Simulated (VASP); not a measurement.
## GaSb5: relaxation of cell and atoms with PBE

The system is GaSb5.

```
CELL_PARAMETERS angstrom
3.64498 0.00000 0.00000
-1.82249 3.15664 0.00000
0.00000 0.00000 18.41913
ATOMIC_POSITIONS crystal
Ga 0.00000 0.00000 0.00000
Sb 0.66667 0.33333 0.83495
Sb 0.00000 0.00000 0.66732
Sb 0.66667 0.33333 0.50000
Sb 0.00000 0.00000 0.33268
Sb 0.66667 0.33333 0.16505
```

The cell was generated, and may not be a known phase.

```yaml
Program: VASP 6.6.1
Task: relaxation of cell and atoms
Functional: PBE
Potentials_or_basis: VASP PAW PBE potentials, release 64 (Ga_d, Sb)
Cutoff: 600 eV
k_mesh: 6 × 6 × 1
Occupations: gaussian, width 0.1 eV
Spin: no spin polarisation
Dipole_correction: no
Further_INCAR_settings: ALGO = Normal; EDIFF = 1e-07; IBRION = 2; EDIFFG = -0.04; NSW = 90; ISIF = 3
```

The relaxed volume is 26.48 Å³/atom. The relaxed cell is a = 3.316 Å, b = 3.316 Å, c = 16.690 Å, α = 90.00°, β = 90.00°, γ = 120.00°. The space group after relaxing (to 0.1 Å) is P-6m2 (No. 187), the energy gained by relaxing is 303.9 meV/atom and the ionic steps are 8. The pressure after relaxing is 0.0 GPa. The largest force after relaxing is 0.035 eV/Å.

Forces in eV/Å, atoms in the order of the input:
```
Ga   0.000  0.000  0.000
Sb   0.000  0.000  0.035
Sb   0.000  0.000  0.035
Sb   0.000  0.000  0.000
Sb   0.000  0.000 -0.035
Sb   0.000  0.000 -0.035
```

Stress tensor (GPa, compression positive):
```
-0.10  0.00  0.00
 0.00 -0.10  0.00
 0.00  0.00  0.09
```

The path:
```tsv
step	energy change (eV)	largest force (eV/Å)	pressure (GPa)	volume (Å³)
1	0.0000	0.1433	-8.43	211.93
2	-1.7951	0.1037	-0.03	159.89
3	-1.7952	0.1025	-0.08	160.04
4	-1.8073	0.1525	0.03	159.28
5	-1.8078	0.1446	0.00	159.40
6	-1.8101	0.1336	0.00	159.35
7	-1.8162	0.1008	-0.02	159.20
8	-1.8236	0.0349	-0.03	158.90
```

Final structure:
```xyz
6
Lattice="3.3156 0.0000 0.0000 -1.6578 2.8714 0.0000 0.0000 0.0000 16.6901" Properties=species:S:1:pos:R:3 pbc="T T T"
Ga    1.6578    2.8714    0.0000
Sb    1.6578    0.9571   14.0046
Sb    3.3156    0.0000   11.1738
Sb    1.6578    0.9571    8.3451
Sb    3.3156    0.0000    5.5163
Sb    1.6578    0.9571    2.6855
```

Levels at points of the mesh, in eV from the Fermi level:
```csv
k point,band 15,band 16,band 17,band 18,band 19,band 20,band 21,band 22,band 23
"(0.00, 0.00, 0.00)",1.64,2.09,4.12,4.12,4.46,4.46,4.81,4.81,5.25
"(0.50, 0.00, 0.00)",-4.12,-3.24,-1.88,-1.86,0.12,0.62,0.77,0.81,1.29
```

It took 6.7 min on 1 thread of Intel(R) Xeon(R) Platinum 8488C (Sapphire Rapids), with other jobs on the host, peak memory 0.39 GiB.

Caveat: the volume moved by over 15 % at a fixed basis, so the end points are rough; the highest band is partly filled, so the run has too few bands; spin-orbit coupling is left out, which moves the levels of the heavy elements.
